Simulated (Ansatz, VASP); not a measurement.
**SiC: VASP beside Ansatz**

```
CELL_PARAMETERS angstrom
3.07600 0.04614 0.00000
-1.49804 2.64082 0.00000
0.00000 0.00000 5.04800
ATOMIC_POSITIONS crystal
Si 0.33333 0.66667 0.00000
Si 0.66667 0.33333 0.50000
C 0.33333 0.66667 0.38500
C 0.66667 0.33333 0.88500
```

Change from the starting cell: strain +0.0300 x Voigt [0, 0, 0, 0, 0, 1], atoms carried along.

Alike in both runs: task single point; functional PBE; k mesh 12 × 12 × 6; occupations gaussian, width 0.05 eV; no spin polarisation.

|  | VASP | Ansatz |
| --- | --- | --- |
| version | VASP 6.6.1 | Ansatz 0.2.0 |
| potentials or method | VASP PAW PBE potentials, release 64 (Si, C), cutoff 520 eV | scalar-relativistic, plane waves, PAW |
| valence electrons in the cell | 16 | 16 |

Ansatz gave:

```
gap on the k mesh at the Fermi level (eV)                     : 2.27
least direct gap on the mesh (eV)                             : 3.94
pressure (GPa)                                                : 3.9
traceless stress, the component that is largest in VASP (GPa) : -7.34
rms of the force components (eV/Å)                            : 0.476
```

Question: Which values does VASP return?

Answer: gap on the k mesh at the Fermi level (eV): 2.27; least direct gap on the mesh (eV): 3.93; pressure (GPa): 3.8; traceless stress, the component that is largest in VASP (GPa): -7.36; rms of the force components (eV/Å): 0.476.

Atom by atom the forces differ by 0.000 eV/Å (rms over components).
